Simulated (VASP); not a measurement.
Sb:

```xyz
2
Lattice="2.1108 1.2187 3.9142 -2.1108 1.2187 3.9142 0.0000 -2.4373 3.9142" Properties=species:S:1:pos:R:3 pbc="T T T"
Sb    0.0000    0.0000    2.6719
Sb    0.0000    0.0000    9.0706
```

| Item | Value |
| --- | --- |
| Program | VASP 6.6.1 |
| Task | relaxation of cell and atoms |
| Functional | PBE |
| Potentials or basis | VASP PAW PBE potentials, release 64 (Sb) |
| Cutoff | 600 eV |
| k mesh | 12 × 12 × 12 |
| Occupations | gaussian, width 0.05 eV |
| Spin | no spin polarisation |

At the start: pressure 5.9 GPa; volume 30.21 Å³/atom.

Problem. How do energy, volume and symmetry change on relaxing?

Solution. Over 11 steps the energy falls by 66.4 meV/atom and the volume is 31.77 Å³/atom (+5.2 %); space group R-3m (No. 166, to 0.1 Å) before and after.

The path:
```csv
step,energy change (eV),largest force (eV/Å),pressure (GPa),volume (Å³)
1,0.0000,1.0693,5.86,60.41
2,-0.0505,0.4420,-3.68,70.59
3,-0.1217,0.1174,-0.30,65.81
4,-0.1217,0.1333,-0.21,65.69
5,-0.1243,0.1120,-0.14,65.32
6,-0.1299,0.0527,0.09,64.21
7,-0.1283,0.0470,0.84,61.98
8,-0.1315,0.0168,0.35,63.33
9,-0.1320,0.0750,-0.42,63.92
10,-0.1325,0.0384,-0.10,63.67
11,-0.1329,0.0046,-0.02,63.55
```

Final structure:
```yaml
crystal:
  lattice:
    - [2.18894, 1.26379, 3.82851]
    - [-2.18894, 1.26379, 3.82851]
    - [0.00000, -2.52757, 3.82851]
  atoms:
    - { symbol: Sb, position: [0.23329, 0.23329, 0.23329] }
    - { symbol: Sb, position: [0.76671, 0.76671, 0.76671] }
```
